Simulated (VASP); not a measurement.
Here is a VASP 6.6.1 calculation.

The input INCAR:

```
SYSTEM = Ga2S
PREC = Accurate
ENCUT = 500
EDIFF = 1E-6
ISMEAR = 0
SIGMA = 0.1
LREAL = .FALSE.
LASPH = .TRUE.
NELM = 120
ALGO = Normal
ISIF = 2
LWAVE = .FALSE.
LCHARG = .FALSE.
GGA = PE
NBANDS = 41
GGA_COMPAT = .FALSE.
```

The input KPOINTS:

```
Automatic mesh
0
G
  6 6 8
  0 0 0
```

File POSCAR:

```
Ga2S
1.0
    3.4685502975     -4.3153690896      0.0000000000
    3.4685502975      4.3153690896      0.0000000000
    0.0000000000      0.0000000000      4.9222718495
Ga S
4 2
Direct
    0.6028240851      0.3971759149      0.6875682841
    0.8971759149      0.1028240851      0.6875682841
    0.3971759149      0.6028240851      0.3124317159
    0.1028240851      0.8971759149      0.3124317159
    0.2500000000      0.2500000000      0.0000000000
    0.7500000000      0.7500000000      0.0000000000
```

Potentials or basis: VASP PAW PBE potentials, release 64 (Ga_d, S).

The run is started by

```sh
$ cat potpaw_PBE.64/Ga_d/POTCAR potpaw_PBE.64/S/POTCAR > POTCAR
$ mpirun -np 1 vasp_std > vasp.out
```

Q: What does it give for the largest force?

A: 0.004 eV/Å.

Q: Predict the pressure.

A: -1.1 GPa.

Q: Estimate the band gap on the k mesh.

A: Zero (bands 32 and 33 overlap by 0.92 eV).

Forces in eV/Å, atoms in the order of the input:
```
Ga   0.000  0.000 -0.004
Ga   0.000  0.000 -0.004
Ga   0.000  0.000  0.004
Ga   0.000  0.000  0.004
S    0.000  0.000  0.000
S    0.000  0.000  0.000
```
